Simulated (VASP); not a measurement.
Set up this calculation in VASP 6.6.1, as the native input.

```yaml
Task: single point
Functional: PBE0
Potentials_or_basis: VASP PAW PBE potentials, release 64 (Au)
Cutoff: 520 eV
k_mesh: 6 × 6 × 4
Occupations: fermi-dirac, width 0.05 eV
Spin: no spin polarisation
Dipole_correction: no
Grid_for_exact_exchange_PRECFOCK: Normal
Further_INCAR_settings: ALGO = Normal; EDIFF = 1e-06; NBANDS = 18
Share_of_exact_exchange: 0.25
```

Crystal: Au.

```xyz
2
Lattice="2.8805 0.0000 0.0000 -1.4403 2.4946 0.0000 0.0000 0.0000 4.8472" Properties=species:S:1:pos:R:3 pbc="T T T"
Au    1.4403    0.8315    1.2118
Au    0.0000    1.6631    3.6354
```

This isn't the form of Au at room conditions, which is fcc.

One way to write it, as run:

POSCAR

```
Au
1.0
    2.8805363263      0.0000000000      0.0000000000
   -1.4402681631      2.4946176351      0.0000000000
    0.0000000000      0.0000000000      4.8472473353
Au
2
Direct
    0.6666666667      0.3333333333      0.2500000000
    0.3333333333      0.6666666667      0.7500000000
```

INCAR.step1

```
PREC     = Accurate       # precision mode
ENCUT    = 520            # plane-wave cutoff, eV
EDIFF    = 1E-5           # SCF threshold, eV
ISMEAR   = -1             # smearing method
SIGMA    = 0.05           # smearing width, eV
LREAL    = F              # projectors in reciprocal space
LASPH    = T              # aspherical terms in the spheres
NELM     = 60             # most SCF steps
ALGO     = Normal         # electronic algorithm
ISIF     = 2              # what is computed and relaxed
LWAVE    = T              # write WAVECAR
GGA      = PE             # functional
NBANDS   = 18             # bands
```

INCAR.step2

```
PREC     = Accurate       # precision mode
ENCUT    = 520            # plane-wave cutoff, eV
EDIFF    = 1E-6           # SCF threshold, eV
ISMEAR   = -1             # smearing method
SIGMA    = 0.05           # smearing width, eV
LREAL    = F              # projectors in reciprocal space
LASPH    = T              # aspherical terms in the spheres
NELM     = 60             # most SCF steps
ALGO     = Normal         # electronic algorithm
ISIF     = 2              # what is computed and relaxed
LWAVE    = F              # write WAVECAR
LCHARG   = T              # write CHGCAR
GGA      = PE             # functional
LHFCALC  = T              # exact exchange
AEXX     = 0.25           # exact-exchange fraction
PRECFOCK = Normal       
LELF     = T              # ELF
LVHAR    = T            
ISTART   = 1            
NBANDS   = 18             # bands
```

KPOINTS

```
Automatic mesh
0
Gamma
  6 6 4
```

Potentials or basis: VASP PAW PBE potentials, release 64 (Au).

Run with:

```sh
$ cat potpaw_PBE.64/Au/POTCAR > POTCAR
$ cp INCAR.step1 INCAR
$ mpirun -np 1 vasp_std > vasp.out
$ cp INCAR.step2 INCAR
$ mpirun -np 1 vasp_std > vasp.out
```

It gave:

```
Pressure               : 3.5 GPa
Band gap on the k mesh : zero (bands 11 and 12 overlap by 9.42 eV)
```

Caveat: the k points lie up to 0.42 Å⁻¹ apart, too coarse for converged energies and pressures of a metal; the PAW data sets were made with another functional, which shifts forces and pressure a little; spin-orbit coupling is left out, which moves the levels of the heavy elements.

Run time: 43 min on 1 thread of Intel(R) Xeon(R) Platinum 8488C (Sapphire Rapids) (shared host), peak memory 0.18 GiB.
